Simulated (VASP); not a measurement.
Write the native input for VASP 6.6.1 that does the following.

```
Task                   : single point
Functional             : PBE
Potentials or basis    : VASP PAW PBE potentials, release 64 (N, B)
Cutoff                 : 520 eV
k mesh                 : 12 × 12 × 6
Occupations            : gaussian, width 0.013 eV
Spin                   : no spin polarisation
Dipole correction      : no
Further INCAR settings : ALGO = Normal; EDIFF = 1e-07; NBANDS = 16
```

The structure of BN lies in POSCAR:

```
BN
1.0
    2.5539396017      0.0000000000      0.0000000000
   -1.2769698009      2.2117765748      0.0000000000
    0.0000000000      0.0000000000      4.2268550000
N B
2 2
Direct
    0.3333333333      0.6666666667      0.1252760000
    0.6666666667      0.3333333333      0.6252760000
    0.3333333333      0.6666666667      0.4997240000
    0.6666666667      0.3333333333      0.9997240000
```

One way to write it, as run:

INCAR

```
SYSTEM = BN
ALGO = Normal
EDIFF = 1E-7
ENCUT = 520
GGA = PE
ISIF = 2
ISMEAR = 0
LASPH = .True.
LCHARG = .True.
LELF = .True.
LREAL = .False.
LVHAR = .True.
LWAVE = .False.
NBANDS = 16
NELM = 100
PREC = Accurate
SIGMA = 0.013000000000000001
```

KPOINTS

```
k-points
0
Gamma
  12 12 6
  0 0 0
```

Potentials or basis: VASP PAW PBE potentials, release 64 (N, B).

Command:

```bash
$ cat potpaw_PBE.64/N/POTCAR potpaw_PBE.64/B/POTCAR > POTCAR
$ mpirun -np 1 vasp_std > vasp.out
```

It gave:

- Pressure: 0.2 GPa
- Largest force: 0.014 eV/Å
- Band gap on the k mesh: 5.20 eV, indirect (least direct gap 8.23 eV)

Wall time 18 s on 1 thread of Intel Xeon 6975P-C (shared host), peak memory 0.15 GiB.
